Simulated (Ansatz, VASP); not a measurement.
CoSi2 in VASP and in Ansatz

File POSCAR:

```
CoSi2
1.0
    0.0000000000      2.6572039227      2.6572039227
    2.6572039227      0.0000000000      2.6572039227
    2.6572039227      2.6572039227      0.0000000000
Co Si
1 2
Direct
    0.0000000000      0.0000000000      0.0000000000
    0.2500000000      0.2500000000      0.2500000000
    0.7500000000      0.7500000000      0.7500000000
```

Contents of INCAR.step1:

```
SYSTEM = CoSi2
  PREC = Accurate
  ENCUT = 520
  ISMEAR = -1
  SIGMA = 0.05
  LREAL = .False.
  LASPH = .True.
  NELM = 100
  NBANDS = 16
  GGA = PE
  ALGO = Normal
  EDIFF = 1E-4
  LWAVE = .True.
  LCHARG = .False.
```

The input INCAR.step2:

```
SYSTEM = CoSi2
  PREC = Accurate
  ENCUT = 520
  EDIFF = 1E-6
  ISMEAR = -1
  SIGMA = 0.05
  LREAL = .False.
  LASPH = .True.
  NELM = 100
  ALGO = Normal
  ISIF = 2
  LWAVE = .False.
  LCHARG = .False.
  METAGGA = R2SCAN
  LMIXTAU = .True.
  NBANDS = 16
  ISTART = 1
```

File KPOINTS:

```
Automatic mesh
0
Gamma
  11 11 11
  0 0 0
```

Input for Ansatz:

```yaml
crystal:
  lattice:
    - [0.0, 2.6572039227, 2.6572039227]
    - [2.6572039227, 0.0, 2.6572039227]
    - [2.6572039227, 2.6572039227, 0.0]
  atoms:
    - { symbol: Co, position: [0.0, 0.0, 0.0] }
    - { symbol: Si, position: [0.25, 0.25, 0.25] }
    - { symbol: Si, position: [0.75, 0.75, 0.75] }
kpoints:
  mp_grid: { grid: [11, 11, 11] }
  band_path:
    path:
      - [0.0, 0.0, 0.0]
      - [0.5, 0.0, 0.5]
      - [0.625, 0.25, 0.625]
      - [0.375, 0.375, 0.75]
      - [0.0, 0.0, 0.0]
      - [0.5, 0.5, 0.5]
      - [0.5, 0.25, 0.75]
      - [0.5, 0.0, 0.5]
    npoints: 8
scf:
  occupations: { method: fermi_dirac, width: 0.05 }
hamiltonian:
  xc: r2scan
  pseudopotentials: { kind: paw }
output:
  forces: true
  stress: true
  eigenvalues: true
  populations: true
  dos: { projected: true, de: 0.2, e_range: [-14, 8] }
```

Change from the starting cell: volume scaled by 1, PAW files.

Alike in both runs: task single point; functional r2SCAN; k mesh 11 × 11 × 11; occupations fermi-dirac, width 0.05 eV; no spin polarisation.

|  | VASP | Ansatz |
| --- | --- | --- |
| version | VASP 6.6.1 | Ansatz 0.2.0 |
| potentials or method | VASP PAW PBE potentials, release 64 (Co, Si) | PAW with Ansatz's default frozen-core files, scalar-relativistic |
| plane-wave cutoff (eV) | 520 | 500 |
| valence electrons in the cell | 17 | 25 |

Ansatz gave:

- pressure (GPa): 0.0

Estimate VASP's values.

pressure (GPa): -0.1.

VASP's potentials were made for PBE, not for r2SCAN. VASP's potentials hold 17 valence electrons a cell and Ansatz's 25, so a difference there can come from the potentials and not from the codes.
